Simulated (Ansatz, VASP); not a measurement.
# Zn in VASP and in Ansatz

```
CELL_PARAMETERS angstrom
3.50881 0.00000 0.00000
-1.75440 3.03872 0.00000
0.00000 0.00000 5.78953
ATOMIC_POSITIONS crystal
Zn 0.33333 0.66667 0.43750
Zn 0.66667 0.33333 0.93750
Zn 0.66667 0.33333 0.56250
Zn 0.33333 0.66667 0.06250
```

Alike in both runs: task relaxation of cell and atoms; functional PBE; k mesh 6 × 6 × 4; occupations gaussian, width 0.1 eV; no spin polarisation.

```csv
,VASP,Ansatz
version,VASP 6.6.1,Ansatz 0.2.0
potentials or method,"VASP PAW PBE potentials, release 64 (Zn), cutoff 600 eV","scalar-relativistic, plane waves, PAW"
valence electrons in the cell,48,48
```

Ansatz gave:

* gap on the k mesh at the Fermi level, each at its own relaxed structure (eV): none
* relaxed volume (Å³/atom): 21.67
* relaxed length of the cell vector where the two differ most in proportion (Å): 5.159

Q: What did VASP give for the same quantities?

A: gap on the k mesh at the Fermi level, each at its own relaxed structure (eV): none; relaxed volume (Å³/atom): 21.69; relaxed length of the cell vector where the two differ most in proportion (Å): 5.169.

A gap of «none» marks a metal or a gap that the smearing closes.

Noted on VASP's run: the volume moved by over 15 % at a fixed basis, so the end points are rough.
